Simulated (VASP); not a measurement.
LiTmH4: single point with PBE

Crystal: LiTmH4.

```
Li Tm H
1.0
     0.00000    2.91967    2.91967
     2.91967    0.00000    2.91967
     2.91967    2.91967    0.00000
Li Tm H
1 1 4
Cartesian
  0.0000 0.0000 0.0000
  4.3795 4.3795 4.3795
  2.2005 3.6388 3.6388
  2.2005 2.2005 2.2005
  3.6388 2.2005 3.6388
  3.6388 3.6388 2.2005
```

```
Program                : VASP 6.6.1
Task                   : single point
Functional             : PBE
Potentials or basis    : VASP PAW PBE potentials, release 64 (Li_sv, Tm, H)
Cutoff                 : 750 eV
k mesh                 : 3 × 3 × 3
Occupations            : gaussian, width 0.15 eV
Spin                   : no spin polarisation
Dipole correction      : no
Further INCAR settings : ALGO = Normal; EDIFF = 1e-06; NBANDS = 24
```

```
Pressure               : 0.3 GPa
Largest force          : 0.012 eV/Å
Band gap on the k mesh : zero (band 15 reaches 1.88 eV, above the bottom of band 16 at 1.54 eV)
```

Forces in eV/Å, atoms in the order of the input:
```
Li   0.000  0.000  0.000
Tm   0.000  0.000  0.000
H   -0.007  0.007  0.007
H   -0.007 -0.007 -0.007
H    0.007 -0.007  0.007
H    0.007  0.007 -0.007
```

Levels at points of the mesh, in eV from the Fermi level:
```csv
k point,band 11,band 12,band 13,band 14,band 15,band 16,band 17,band 18,band 19,band 20
"(0.00, 0.00, 0.00)",-0.20,-0.20,-0.20,-0.01,-0.01,-0.01,3.67,3.67,3.67,3.97
```

Wall time 39 s on 1 thread of Intel(R) Xeon(R) Platinum 8488C (Sapphire Rapids), on a shared host, peak memory 0.25 GiB.

Caveat: the k points lie up to 0.62 Å⁻¹ apart; spin-orbit coupling is left out, which moves the levels of the heavy elements; without U or exact exchange the open f shell lies at the Fermi level, which spoils levels, moments and volumes. Spin polarisation is off, so any magnetic state and its effect on volume and gap are missing.
